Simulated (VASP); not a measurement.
Input of a VASP 6.6.1 run:

File INCAR:

```
SYSTEM = AlN
PREC = Accurate ; ENCUT = 520
EDIFF = 1E-6 ; ISMEAR = 0
SIGMA = 0.05 ; LREAL = .FALSE.
LASPH = .TRUE. ; NELM = 100
ALGO = Normal ; ISIF = 2
LWAVE = .FALSE. ; LCHARG = .FALSE.
GGA = PE ; NBANDS = 16
```

The input KPOINTS:

```
regular mesh
0
G
  9 9 6
  0 0 0
```

POSCAR

```
AlN
1.0
    3.4792000000      0.0000000000      0.0000000000
   -1.7396000000      3.0130755848      0.0000000000
    0.0000000000      0.0000000000      4.6901000000
Al N
2 2
Direct
    0.3333333333      0.6666666667      0.7500000000
    0.6666666667      0.3333333333      0.2500000000
    0.3333333333      0.6666666667      0.2500000000
    0.6666666667      0.3333333333      0.7500000000
```

Potentials or basis: VASP PAW PBE potentials, release 64 (Al, N).

Command:

```bash
$ cat potpaw_PBE.64/Al/POTCAR potpaw_PBE.64/N/POTCAR > POTCAR
$ mpirun -np 1 vasp_std > vasp.out
```

(1) Predict the pressure.

(2) Estimate the band gap on the k mesh.

Answers

(1) -27.0 GPa.

(2) 1.48 eV, direct.
